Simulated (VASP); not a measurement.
Here is a VASP 6.6.1 calculation.

INCAR

```
PREC = Accurate
ENCUT = 520
EDIFF = 1E-7
ISMEAR = 0
SIGMA = 0.1
LREAL = False
LASPH = True
NELM = 100
ALGO = Normal
ISIF = 2
LWAVE = False
LCHARG = True
GGA = PE
LELF = True
LVHAR = True
NBANDS = 13
```

The input KPOINTS:

```
regular mesh
0
Gamma
  8 8 8
```

Contents of POSCAR:

```
Ru
1.0
    0.0000000000      1.9150000000      1.9150000000
    1.9150000000      0.0000000000      1.9150000000
    1.9150000000      1.9150000000      0.0000000000
Ru
1
Direct
    0.0000000000      0.0000000000      0.0000000000
```

Potentials or basis: VASP PAW PBE potentials, release 64 (Ru_pv).

Command:

```bash
$ cat potpaw_PBE.64/Ru_pv/POTCAR > POTCAR
$ mpirun -np 1 vasp_std > vasp.out
```

Question: Estimate the pressure.

Answer: -5.5 GPa.

Question: What does it give for the band gap on the k mesh?

Answer: Zero (band 7 reaches 14.30 eV, above the bottom of band 8 at 11.33 eV).
